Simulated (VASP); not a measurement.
Here is a VASP 6.6.1 calculation.

INCAR

```
ALGO = Normal
EDIFF = 1E-6
ENCUT = 520
GGA = PE
ISIF = 2
ISMEAR = 0
LASPH = True
LCHARG = False
LREAL = False
LWAVE = False
NBANDS = 11
NELM = 80
PREC = Accurate
SIGMA = 0.01
```

Contents of KPOINTS:

```
k-points
0
Gamma
  10 10 10
```

POSCAR

```
BP
1.0
    0.0000000000      2.1437829041      2.1437829041
    2.1437829041      0.0000000000      2.1437829041
    2.1437829041      2.1437829041      0.0000000000
B P
1 1
Direct
    0.0000000000      0.0000000000      0.0000000000
    0.7500000000      0.7500000000      0.7500000000
```

Potentials or basis: VASP PAW PBE potentials, release 64 (B, P).

Run with:

```sh
$ cat potpaw_PBE.64/B/POTCAR potpaw_PBE.64/P/POTCAR > POTCAR
$ mpirun -np 1 vasp_std > vasp.out
```

Predict the band gap on the k mesh.

0.97 eV, indirect (least direct gap 3.72 eV).

Estimate the pressure.

39.5 GPa.

A k mesh can miss the band edges.
